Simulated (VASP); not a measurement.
Set up this calculation in VASP 6.6.1, as the native input.

```yaml
Task: single point
Functional: LDA
Potentials_or_basis: VASP PAW LDA potentials, release 64 (Sc_sv)
Cutoff: 520 eV
k_mesh: 14 × 14 × 8
Occupations: fermi-dirac, width 0.1 eV
Spin: no spin polarisation
Dipole_correction: no
Further_INCAR_settings: ALGO = Normal; EDIFF = 1e-06; NBANDS = 18
```

The structure of Sc lies in POSCAR:

```
Sc
1.0
    3.1043070952      0.0000000000      0.0000000000
   -1.5521535476      2.6884088056      0.0000000000
    0.0000000000      0.0000000000      4.8011892659
Sc
2
Direct
    0.3333333333      0.6666666667      0.2500000000
    0.6666666667      0.3333333333      0.7500000000
```

The input as run:

INCAR

```
SYSTEM = Sc
  PREC = Accurate
  ENCUT = 520
  EDIFF = 1E-6
  ISMEAR = -1
  SIGMA = 0.1
  LREAL = .False.
  LASPH = .True.
  NELM = 100
  ALGO = Normal
  ISIF = 2
  LWAVE = .False.
  LCHARG = .False.
  GGA = CA
  NBANDS = 18
```

KPOINTS

```
regular mesh
0
Gamma
  14 14 8
  0 0 0
```

Potentials or basis: VASP PAW LDA potentials, release 64 (Sc_sv).

Run with:

```bash
$ cat potpaw_LDA.64/Sc_sv/POTCAR > POTCAR
$ mpirun -np 1 vasp_std > vasp.out
```

It gave:

```json
{
 "Pressure": "9.0 GPa",
 "Band gap on the k mesh": "zero (bands 11 and 12 overlap by 1.98 eV)"
}
```

Caveat: the cell stands under pressure.

Run time: 21 s on 1 thread of Intel(R) Xeon(R) 6975P-C (Granite Rapids), on a shared host, peak memory 0.18 GiB.
